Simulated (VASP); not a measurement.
HfO2, 6 atoms in the cell. It takes space group P4_2/mnm (No. 136, tetragonal). The conventional cell has a = 4.814 Å, b = 4.814 Å, c = 3.205 Å, α = 90.00°, β = 90.00°, γ = 90.00°. Within 2.7 Å of Hf (site symmetry mmm) lie 6 O at 2.08 Å. O (site symmetry m2m) has 3 Hf at 2.08 Å and 1 O at 2.65 Å within 2.7 Å. 

```yaml
Program: VASP 6.6.1
Task: single point
Functional: PBEsol
Potentials_or_basis: VASP PAW PBE potentials, release 64 (Hf_pv, O)
Cutoff: 520 eV
k_mesh: 4 × 4 × 6
Occupations: gaussian, width 0.1 eV
Spin: no spin polarisation
Dipole_correction: no
Further_INCAR_settings: ALGO = Normal; EDIFF = 1e-06; NBANDS = 31
```

Potentials or basis: VASP PAW PBE potentials, release 64 (Hf_pv, O).

Command:

```console
$ cat potpaw_PBE.64/Hf_pv/POTCAR potpaw_PBE.64/O/POTCAR > POTCAR
$ mpirun -np 1 vasp_std > vasp.out
```

Hardware: 1 thread of Intel(R) Xeon(R) 6975P-C (Granite Rapids), on a shared host.

Q: How long does it take, and how much memory?

A: It took 16 s on 1 thread of Intel(R) Xeon(R) 6975P-C (Granite Rapids) (shared host), peak memory 0.2 GiB. Counts: scf iterations 14, k points 24.
